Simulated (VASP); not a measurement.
# Rh (P2_1/m) in VASP: single point with PBEsol

Aim: the single point of Rh with PBEsol.

Program: VASP 6.6.1. These are calculated values, not measurements. Logs are shortened: lines on timing, memory, paths and dates and some standing lists are left out, and cuts for length are marked.

## (1) The cell of the first run

It takes space group P2_1/m (No. 11, monoclinic). Conventional cell: a = 2.731 Å, b = 4.428 Å, c = 2.731 Å, α = 90.00°, β = 120.00°, γ = 90.00°. Rh (site symmetry m) has 12 Rh at 2.61 to 2.81 Å within 3.4 Å.

## (2) Single point, PBEsol (atom 1 (Rh) moved by (+0.200, +0.000) A along [1 1 0] and z)

File INCAR:

```
SYSTEM = Rh
PREC = Accurate ; ENCUT = 520
EDIFF = 1E-7 ; ISMEAR = 0
SIGMA = 0.15 ; LREAL = .False.
LASPH = .True. ; NELM = 100
ALGO = Fast ; ISIF = 2
LWAVE = .False. ; LCHARG = .True.
GGA = PS ; LELF = .True.
LVHAR = .True. ; NBANDS = 22
```

File KPOINTS:

```
Automatic mesh
0
Gamma
  18 18 12
  0 0 0
```

File POSCAR:

```
Rh
1.0
    2.7309790422      0.0000000000      0.0000000000
   -1.3654895211      2.3650972278      0.0000000000
    0.0000000000      0.0000000000      4.4284890000
Rh
2
Direct
    0.7483483679      0.3931284887      0.7500000000
    0.3333333333      0.6666666667      0.2500000000
```

Potentials or basis: VASP PAW PBE potentials, release 64 (Rh_pv).

Started as:

```
cat potpaw_PBE.64/Rh_pv/POTCAR > POTCAR
mpirun -np 1 vasp_std > vasp.out
```

OUTCAR:

```text
SYSTEM = Rh
   PREC = Accurate
   ENCUT = 520
   EDIFF = 1E-7
   ISMEAR = 0
   LREAL = .False.
   LASPH = .True.
   NELM = 100
   ISIF = 2
   GGA = PS

 ion  position               nearest neighbor table
   1  0.748  0.393  0.750-   2 2.61   2 2.61   2 2.76   2 2.76   2 2.81   2 2.81
   2  0.333  0.667  0.250-   1 2.61   1 2.61   1 2.76   1 2.76   1 2.81   1 2.81

  LATTYP: Found a hexagonal cell.
 ALAT       =     2.7309790422
 C/A-ratio  =     1.6215756077

  Lattice vectors:

 A1 = (   2.7309790422,   0.0000000000,   0.0000000000)
 A2 = (  -1.3654895211,   2.3650972278,   0.0000000000)
 A3 = (   0.0000000000,   0.0000000000,   4.4284890000)

Analysis of symmetry for initial positions (statically):
=====================================================================
 Subroutine PRICEL returns:
 Original cell was already a primitive cell.

 Routine SETGRP: Setting up the symmetry group for a
 hexagonal supercell.

 Subroutine GETGRP returns: Found  4 space group operations
 (whereof  1 operations were pure point group operations)
 out of a pool of 24 trial point group operations.

The static configuration has the point symmetry C_1 .
 The point group associated with its full space group is C_2h.

Analysis of symmetry for dynamics (positions and initial velocities):
=====================================================================
 Subroutine PRICEL returns:
 Original cell was already a primitive cell.

 Routine SETGRP: Setting up the symmetry group for a
 hexagonal supercell.

 Subroutine GETGRP returns: Found  4 space group operations
 (whereof  1 operations were pure point group operations)
 out of a pool of 24 trial point group operations.

The dynamic configuration has the point symmetry C_1 .
 The point group associated with its full space group is C_2h.

 Subroutine INISYM returns: Found  4 space group operations
 (whereof  1 operations are pure point group operations),
 and found     1 'primitive' translations

----------------------------------------------------------------------------------------

                                     Primitive cell

  volume of cell :      28.6037

  direct lattice vectors                    reciprocal lattice vectors
     2.730979042  0.000000000  0.000000000     0.366169049  0.211407799  0.000000000
    -1.365489521  2.365097228  0.000000000     0.000000000  0.422815599  0.000000000
     0.000000000  0.000000000  4.428489000     0.000000000  0.000000000  0.225810655

  length of vectors
     2.730979042  2.730979042  4.428489000     0.422815599  0.422815599  0.225810655

  position of ions in fractional coordinates (direct lattice)
     0.748348368  0.393128489  0.750000000
     0.333333333  0.666666667  0.250000000

  ion indices of the primitive-cell ions
   primitive index   ion index
                 1           1
                 2           2

----------------------------------------------------------------------------------------

 KPOINTS: Automatic mesh

Automatic generation of k-mesh.
 Grid dimensions read from file:
 generate k-points for:   18   18   12

 Generating k-lattice:

  Cartesian coordinates                     Fractional coordinates (reciprocal lattice)
     0.020342725  0.011744878  0.000000000     0.055555556  0.000000000  0.000000000
     0.000000000  0.023489755  0.000000000     0.000000000  0.055555556  0.000000000
     0.000000000  0.000000000  0.018817555     0.000000000  0.000000000  0.083333333

  Length of vectors
     0.023489755  0.023489755  0.018817555

  Shift w.r.t. Gamma in fractional coordinates (k-lattice)
     0.000000000  0.000000000  0.000000000

 Subroutine IBZKPT returns following result:
 ===========================================

 Found   1148 irreducible k-points:

 Following reciprocal coordinates:
            Coordinates               Weight
  0.000000  0.000000  0.000000      1.000000
  0.055556  0.000000  0.000000      2.000000
  0.000000  0.055556  0.000000      2.000000
 -0.055556  0.055556  0.000000      2.000000
  0.111111  0.000000  0.000000      2.000000
  0.000000  0.111111  0.000000      2.000000
[... 16 lines left out ...]
  0.444444 -0.000000  0.000000      2.000000
  0.000000  0.444444  0.000000      2.000000
 [... further k-points ...]
   k-points           NKPTS =   1148   k-points in BZ     NKDIM =   1148   number of bands    NBANDS=     22
   number of dos      NEDOS =    301   number of ions     NIONS =      2
   total plane-waves  NPLWV =  14400
   dimension x,y,z NGX =    20 NGY =   20 NGZ =   36
   dimension x,y,z NGXF=    40 NGYF=   40 NGZF=   72
   ions per type =               2
   NGX,Y,Z   is equivalent  to a cutoff of  12.17, 12.17, 13.51 a.u.
   NGXF,Y,Z  is equivalent  to a cutoff of  24.35, 24.35, 27.03 a.u.
 SYSTEM =  Rh
   PREC   = accura    normal or accurate (medium, high low for compatibility)
   ISTART =      0    job   : 0-new  1-cont  2-samecut
   ICHARG =      2    charge: 1-file 2-atom 10-const
   ISPIN  =      1    spin polarized calculation?
   LNONCOLLINEAR =      F non collinear calculations
   LSORBIT =      F    spin-orbit coupling
   LASPH  =      T    aspherical Exc in radial PAW
   ENCUT  =  520.0 eV  38.22 Ry    6.18 a.u.   5.08  5.08  8.23*2*pi/ulx,y,z
   NELM   =    100;   NELMIN=  2; NELMDL= -5     # of ELM steps
   EDIFF  = 0.1E-06   stopping-criterion for ELM
   LREAL  =      F    real-space projection
   EDIFFG = 0.1E-05   stopping-criterion for IOM
   NSW    =      0    number of steps for IOM
   IBRION =     -1    ionic relax: 0-MD 1-quasi-New 2-CG
   NFREE  =      0    steps in history (QN), initial steepest desc. (CG)
   ISIF   =      2    stress and relaxation
   ISYM   =      2    0-nonsym 1-usesym 2-fastsym
   POTIM  = 0.5000    time-step for ionic-motion
   TEBEG  =    0.0;   TEEND  =   0.0 temperature during run
   PSTRESS=    0.0 pullay stress
   NELECT =      30.0000    total number of electrons
   NUPDOWN=      -1.0000    fix difference up-down
   EMIN   =  10.00;   EMAX   =-10.00  energy-range for DOS
   EFERMI =   0.00;   METHOD = LEGACY
   ISMEAR =     0;   SIGMA  =   0.15  broadening in eV -4-tet -1-fermi 0-gaus
   EFERMI_NEDOS =   21; number of points for ismear=-14 and -15
   IALGO  =     68    algorithm
   IMIX   =      4    mixing-type and parameters
     AMIX     =   0.40;   BMIX     =  1.00
     AMIX_MAG =   1.60;   BMIX_MAG =  1.00
  volume/ion in A,a.u.               =      14.30        96.51
  Fermi-wavevector in a.u.,A,eV,Ry     =   1.663314  3.143208 37.642066  2.766614
  Thomas-Fermi vector in A             =   2.750053
   LORBIT       =      0    0 simple, 1 ext, 2 COOP (PROOUT), +10 PAW based schemes
   GGA     = PS    functional components
   LHFCALC =     F    Hartree Fock is set to
   AEXX    =    0.0000 exact exchange contribution
   IVDW    =     0    specifies the selected vdW correction
   LEPSILON=     F    determine dielectric tensor
   LRPA    =     F    only Hartree local field effects (RPA)
 non-spin polarized calculation
 RMM-DIIS sequential band-by-band and
 Gauss-broadening in eV      SIGMA  =   0.15
  energy-cutoff  :      520.00
  volume of cell :       28.60
 maximum number of plane-waves:       785
   NGX = 11   NGY = 11   NGZ = 17

 number of electron      30.0000002 magnetization

 Free energy of the ion-electron system (eV)
  ---------------------------------------------------
  ext. energy  EPLUGINS =         0.00000000
  ---------------------------------------------------
  free energy    TOTEN  =       -16.07137720 eV

  energy without entropy =      -16.02859311  energy(sigma->0) =      -16.04998516

 E-fermi :  11.1250     XC(G=0): -13.9604

 val. band max:       11.1246566793   @ k =  -0.3889  -0.2778  -0.2500
 cond. band min:      11.1252198224   @ k =  -0.1667  -0.4444   0.1667
 fundamental gap:      0.0005631430
 Fermi energy:        11.1250021013

 k-point     1 :       0.0000    0.0000    0.0000
  band No.  band energies     occupation
      1     -35.8910      2.00000
      2     -35.3266      2.00000
      3     -35.2336      2.00000
      4     -35.2056      2.00000
      5     -35.1965      2.00000
      6     -35.1874      2.00000
[... 14 lines left out ...]
     21      29.1092      0.00000
     22      29.4194      0.00000

 k-point     2 :       0.0556    0.0000    0.0000
  band No.  band energies     occupation
      1     -35.8840      2.00000
      2     -35.3401      2.00000
      3     -35.2405      2.00000
      4     -35.2089      2.00000
      5     -35.2084      2.00000
      6     -35.1915      2.00000
[... 14 lines left out ...]
     21      29.2529      0.00000
     22      29.5761      0.00000

 k-point     3 :       0.0000    0.0556    0.0000
  band No.  band energies     occupation
      1     -35.8856      2.00000
      2     -35.3318      2.00000
      3     -35.2482      2.00000
      4     -35.2073      2.00000
      5     -35.2033      2.00000
      6     -35.1973      2.00000
[... 14 lines left out ...]
     21      29.2104      0.00000
     22      29.4235      0.00000

 k-point     4 :      -0.0556    0.0556    0.0000
  band No.  band energies     occupation
      1     -35.8850      2.00000
      2     -35.3350      2.00000
      3     -35.2453      2.00000
      4     -35.2100      2.00000
      5     -35.2078      2.00000
      6     -35.1902      2.00000
[... 14 lines left out ...]
     21      29.2272      0.00000
     22      29.4806      0.00000

 k-point     5 :       0.1111    0.0000    0.0000
  band No.  band energies     occupation
      1     -35.8634      2.00000
      2     -35.3795      2.00000
      3     -35.2603      2.00000
      4     -35.2501      2.00000
      5     -35.2190      2.00000
      6     -35.1958      2.00000
[... 14 lines left out ...]
     21      29.6538      0.00000
     22      29.9234      0.00000

 k-point     6 :       0.0000    0.1111    0.0000
  band No.  band energies     occupation
      1     -35.8697      2.00000
      2     -35.3484      2.00000
      3     -35.2887      2.00000
      4     -35.2417      2.00000
      5     -35.2123      2.00000
      6     -35.2065      2.00000
[... 14 lines left out ...]
     21      29.1784      0.00000
     22      29.4597      0.00000

 k-point     7 :      -0.1111    0.1111    0.0000
  band No.  band energies     occupation
      1     -35.8675      2.00000
      2     -35.3626      2.00000
      3     -35.2773      2.00000
      4     -35.2478      2.00000
      5     -35.2147      2.00000
      6     -35.1977      2.00000
[... 324 lines left out ...]
      6     -35.2516      2.00000
[... 14 lines left out ...]
     21      24.8631      0.00000
     22      25.5893      0.00000

 k-point    21 :       0.0000    0.3889    0.0000
  band No.  band energies     occupation
      1     -35.7089      2.00000
      2     -35.6906      2.00000
      3     -35.5877      2.00000
      4     -35.4334      2.00000
      5     -35.2801      2.00000
      6     -35.2772      2.00000
[... 14 lines left out ...]
     21      25.0137      0.00000
     22      26.5376      0.00000

 k-point    22 :      -0.3889    0.3889    0.0000
  band No.  band energies     occupation
      1     -35.7074      2.00000
      2     -35.6808      2.00000
      3     -35.6137      2.00000
      4     -35.4034      2.00000
      5     -35.3063      2.00000
      6     -35.2686      2.00000
[... 14 lines left out ...]
     21      25.1411      0.00000
     22      26.3326      0.00000

 k-point    23 :       0.4444   -0.0000    0.0000
  band No.  band energies     occupation
      1     -35.7648      2.00000
      2     -35.6786      2.00000
      3     -35.5504      2.00000
      4     -35.4276      2.00000
      5     -35.3944      2.00000
      6     -35.2589      2.00000
[... 14 lines left out ...]
     21      24.1983      0.00000
     22      24.7385      0.00000

 k-point    24 :       0.0000    0.4444    0.0000
  band No.  band energies     occupation
      1     -35.7338      2.00000
      2     -35.6868      2.00000
      3     -35.6249      2.00000
      4     -35.4454      2.00000
      5     -35.2886      2.00000
      6     -35.2885      2.00000
[... 14 lines left out ...]
     21      24.3735      0.00000
     22      26.0479      0.00000

 [... further k-points ...]

------------------------ aborting loop because EDIFF is reached ----------------------------------------

  FORCE on cell =-STRESS in cart. coord.  units (eV):
  Direction    XX          YY          ZZ          XY          YZ          ZX
  --------------------------------------------------------------------------------------
  -------------------------------------------------------------------------------------
  Total       -2.0515976     -2.4452642     -2.1229468      0.2770902      0.0000000      0.0000000
  in kB     -114.9158224   -136.9662068   -118.9122918     15.5206124      0.0000000      0.0000000
  external PRESSURE =    -123.5981070 kB  Pullay stress =       0.0000000 kB

 VOLUME and BASIS-vectors are now :
 -----------------------------------------------------------------------------
  energy-cutoff  :      520.00
  volume of cell :       28.60
      direct lattice vectors                 reciprocal lattice vectors
     2.730979042  0.000000000  0.000000000     0.366169049  0.211407799  0.000000000
    -1.365489521  2.365097228  0.000000000     0.000000000  0.422815599  0.000000000
     0.000000000  0.000000000  4.428489000     0.000000000  0.000000000  0.225810655

 POSITION                                       TOTAL-FORCE (eV/Angst)
 -----------------------------------------------------------------------------------
      1.50691      0.92979      3.32137        -0.557533     -0.479716      0.000000
     -0.00000      1.57673      1.10712         0.557533      0.479716     -0.000000
 -----------------------------------------------------------------------------------
    total drift:                               -0.000001      0.000005     -0.000000

  FREE ENERGIE OF THE ION-ELECTRON SYSTEM (eV)
  ---------------------------------------------------
  free  energy   TOTEN  =       -16.0713772012 eV

  energy  without entropy=      -16.0285931107  energy(sigma->0) =      -16.04998516
```

It took 4.6 min on 1 thread of Intel Xeon 6975P-C (Granite Rapids), shared host; peak memory 0.6 GiB.

Results:

```yaml
Free_energy: -16.0714 eV
Pressure: -12.4 GPa
Largest_force: 0.736 eV/Å
Band_gap_on_the_k_mesh: zero (bands 15 and 16 overlap by 2.45 eV)
```

Forces in eV/Å, atoms in the order of the input:
```
Rh  -0.558 -0.480  0.000
Rh   0.558  0.480  0.000
```

Levels at points of the mesh, in eV from the Fermi level:
| k point | band 12 | band 13 | band 14 | band 15 | band 16 | band 17 | band 18 | band 19 |
| --- | --- | --- | --- | --- | --- | --- | --- | --- |
| (0.00, 0.00, 0.00) | -2.48 | -2.16 | -2.12 | -1.27 | -0.35 | 0.52 | 0.68 | 8.20 |
| (0.50, 0.00, 0.00) | -2.55 | -2.13 | 0.34 | 0.51 | 0.81 | 3.47 | 4.35 | 10.90 |
| (0.00, 0.50, 0.00) | -2.08 | -1.68 | 0.53 | 0.55 | 0.62 | 2.49 | 5.31 | 9.38 |
| (0.50, 0.50, 0.00) | -2.29 | -1.92 | 0.40 | 0.48 | 0.67 | 2.75 | 5.06 | 9.75 |
| (0.00, 0.00, 0.50) | -3.00 | -2.79 | -2.79 | -0.57 | -0.57 | -0.27 | -0.27 | 14.60 |
| (0.50, 0.00, 0.50) | -1.49 | 0.32 | 0.32 | 0.58 | 0.58 | 2.00 | 2.00 | 9.38 |
| (0.00, 0.50, 0.50) | -1.61 | -0.61 | -0.61 | 0.62 | 0.62 | 3.05 | 3.05 | 8.49 |
| (0.50, 0.50, 0.50) | -1.52 | -0.33 | -0.33 | 0.61 | 0.61 | 2.76 | 2.76 | 8.77 |

Caveat: the cell differs from its parent crystal (atom 1 (Rh) moved by (+0.200, +0.000) A along [1 1 0] and z); the cell stands under tension; the PAW data sets were made with another functional, which shifts forces and pressure a little.
